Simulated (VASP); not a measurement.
Wanted: the native input for a VASP 6.6.1 run.

```yaml
Task: single point
Functional: PBE
Potentials_or_basis: VASP PAW PBE potentials, release 64 (Eu, S)
Cutoff: 600 eV
k_mesh: 8 × 8 × 8
Occupations: gaussian, width 0.027 eV
Spin: collinear spin, ferromagnetic start
Starting_moments: "[7.0, 0.0] μB"
Dipole_correction: no
Further_INCAR_settings: ALGO = Normal; EDIFF = 1e-06; NBANDS = 22
```

The structure of EuS lies in POSCAR:

```
EuS
1.0
    0.0000000000      2.9785000000      2.9785000000
    2.9785000000      0.0000000000      2.9785000000
    2.9785000000      2.9785000000      0.0000000000
Eu S
1 1
Direct
    0.0000000000      0.0000000000      0.0000000000
    0.5000000000      0.5000000000      0.5000000000
```

These files were run (other wordings do the same):

INCAR

```
ALGO     = Normal         # electronic algorithm
EDIFF    = 1E-6           # SCF threshold, eV
ENCUT    = 600            # plane-wave cutoff, eV
GGA      = PE             # functional
GGA_COMPAT= False        
ISIF     = 2              # what is computed and relaxed
ISMEAR   = 0              # smearing method
ISPIN    = 2              # spin polarisation
LASPH    = True           # aspherical terms in the spheres
LCHARG   = False          # write CHGCAR
LMAXMIX  = 6              # l up to which the mixer works
LORBIT   = 11             # projections on sites
LREAL    = False          # projectors in reciprocal space
LWAVE    = False          # write WAVECAR
MAGMOM   = 7 0            # initial moments
NBANDS   = 22             # bands
NELM     = 200            # most SCF steps
PREC     = Accurate       # precision mode
SIGMA    = 0.027000000000000003 # smearing width, eV
```

KPOINTS

```
k-points
0
Gamma
  8 8 8
```

Potentials or basis: VASP PAW PBE potentials, release 64 (Eu, S).

The run is started by

```sh
$ cat potpaw_PBE.64/Eu/POTCAR potpaw_PBE.64/S/POTCAR > POTCAR
$ mpirun -np 1 vasp_std > vasp.out
```

Results of the run:

| Quantity | Value |
| --- | --- |
| Pressure | -2.7 GPa |
| Band gap on the k mesh | zero (filled and empty bands overlap) |
| Net moment | 6.99 μB per cell |
| Site moments | Eu +6.59; S -0.07 μB |
| Valence electrons inside the program's atomic spheres | Eu 14.75; S 3.75 |

Caveat: spin-orbit coupling is left out, which moves the levels of the heavy elements; a cell with one magnetic atom can't hold antiferromagnetic order, which such compounds often take; semilocal functionals describe open f shells poorly, which spoils levels, moments and volumes.

Wall time 4.1 min on 1 thread of Oxide Virtual Turin-like Processor, with other jobs on the host, peak memory 0.26 GiB.
